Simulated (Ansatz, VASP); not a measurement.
**As3S in VASP and in Ansatz**

The input POSCAR:

```
As3S
1.0
    4.3365742199      0.0000000000      0.0000000000
    0.0000000000      4.3365742199      0.0000000000
    0.0000000000      0.0000000000      4.3365742199
As S
3 1
Direct
    0.0000000000      0.5000000000      0.5000000000
    0.5000000000      0.0000000000      0.5000000000
    0.5000000000      0.5000000000      0.0000000000
    0.0000000000      0.0000000000      0.0000000000
```

The input INCAR.step1:

```
SYSTEM = As3S
  ALGO = Normal
  EDIFF = 1E-4
  ENCUT = 520
  GGA = PE
  ISMEAR = 0
  LASPH = .True.
  LCHARG = .False.
  LREAL = .False.
  LWAVE = .True.
  NBANDS = 18
  NELM = 100
  PREC = Accurate
  SIGMA = 0.1
```

File INCAR.step2:

```
SYSTEM = As3S
  ALGO = Normal
  EDIFF = 1E-6
  ENCUT = 520
  ISIF = 2
  ISMEAR = 0
  ISTART = 1
  LASPH = .True.
  LCHARG = .False.
  LMIXTAU = .True.
  LREAL = .False.
  LWAVE = .False.
  METAGGA = R2SCAN
  NBANDS = 18
  NELM = 100
  PREC = Accurate
  SIGMA = 0.1
```

The input KPOINTS:

```
k-points
0
Gamma
  4 4 4
  0 0 0
```

Input for Ansatz:

```yaml
crystal:
  lattice:
    - [4.3365742199, 0.0, 0.0]
    - [0.0, 4.3365742199, 0.0]
    - [0.0, 0.0, 4.3365742199]
  atoms:
    - { symbol: As, position: [0.0, 0.5, 0.5] }
    - { symbol: As, position: [0.5, 0.0, 0.5] }
    - { symbol: As, position: [0.5, 0.5, 0.0] }
    - { symbol: S, position: [0.0, 0.0, 0.0] }
basis:
  ecutwfc: 500
kpoints:
  mp_grid: { grid: [4, 4, 4] }
hamiltonian:
  xc: r2scan
scf:
  occupations: { method: gaussian, width: 0.1 }
  lower_state_search: "off"
output:
  forces: true
  stress: true
  eigenvalues: true
```

Alike in both runs: task single point; functional r2SCAN; k mesh 4 × 4 × 4; occupations gaussian, width 0.1 eV; no spin polarisation.

|  | VASP | Ansatz |
| --- | --- | --- |
| version | VASP 6.6.1 | Ansatz 0.2.0 |
| potentials or method | VASP PAW PBE potentials, release 64 (As, S), cutoff 520 eV | scalar-relativistic, plane waves, PAW |
| valence electrons in the cell | 21 | 51 |

```csv
,VASP,Ansatz,Ansatz less VASP
gap on the k mesh at the Fermi level (eV),none,none,-
pressure (GPa),-6.8,-6.6,+0.15
```

VASP's potentials were made for PBE, not for r2SCAN. A gap of «none» marks a metal or a gap that the smearing closes. The functional is the same, so the differences come from potentials, cutoffs and numerics. VASP's potentials hold 21 valence electrons a cell and Ansatz's 51, so a difference there can come from the potentials and not from the codes.

The k mesh is coarse, so the values compare programs but aren't converged.
